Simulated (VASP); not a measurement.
Input of a VASP 6.6.1 run:

Contents of INCAR:

```
PREC = Accurate
ENCUT = 520
EDIFF = 1E-7
ISMEAR = 0
SIGMA = 0.02
LREAL = Auto
LASPH = True
NELM = 60
ALGO = Normal
ISIF = 2
LWAVE = False
LCHARG = False
GGA = PE
NBANDS = 48
```

The input KPOINTS:

```
Automatic mesh
0
Gamma
  2 2 2
```

POSCAR

```
Si
1.0
    0.0000000000      5.4300000000      5.4300000000
    5.4300000000      0.0000000000      5.4300000000
    5.4300000000      5.4300000000      0.0000000000
Si
17
Direct
    0.0360940147     -0.0117838858     -0.0117063536
    0.1401337937      0.1217465009      0.1218076427
   -0.0018651934      0.0166528545      0.4930119705
    0.1399430939      0.1217933702      0.6172528545
   -0.0018333333      0.4929497238      0.0166891344
    0.1399764273      0.6171696133      0.1218486188
   -0.0020304788      0.4930054328      0.4930614180
    0.0511834254      0.6498521179      0.6499046041
    0.5127662063      0.0005584715      0.0005879374
    0.6631136280      0.1124860037      0.1125255985
    0.5125297422      0.0006534991      0.4867061694
    0.6236569982      0.1639851750      0.6064912523
    0.5125682320      0.4866684162      0.0006682320
    0.6236816759      0.6064608656      0.1639883057
    0.4329212707      0.5224697053      0.5224689687
    0.6235266114      0.6064133517      0.6064470534
    0.6331831492      0.7890266114      0.7890142726
```

Potentials or basis: VASP PAW PBE potentials, release 64 (Si).

Run with:

```console
$ cat potpaw_PBE.64/Si/POTCAR > POTCAR
$ mpirun -np 1 vasp_std > vasp.out
```

Question: Predict the pressure.

Answer: 4.3 GPa.

Question: Predict the band gap on the k mesh.

Answer: Zero (bands 34 and 35 overlap by 0.06 eV).

Question: Estimate the largest force.

Answer: 0.063 eV/Å.

Forces on the atoms (eV/Å):
```
Si   0.022 -0.021 -0.020
Si  -0.012 -0.007 -0.006
Si   0.002 -0.002  0.012
Si   0.006  0.010 -0.007
Si   0.003  0.011 -0.003
Si   0.006 -0.007  0.010
Si  -0.014  0.001  0.001
Si   0.007 -0.016 -0.015
Si   0.006 -0.004 -0.005
Si   0.027 -0.024 -0.025
Si   0.003 -0.005 -0.001
Si  -0.023  0.022 -0.002
Si   0.004 -0.001 -0.005
Si  -0.023 -0.002  0.022
Si   0.015 -0.014 -0.014
Si   0.002  0.021  0.021
Si  -0.032  0.039  0.038
```

Caveat: the k points lie up to 0.50 Å⁻¹ apart.
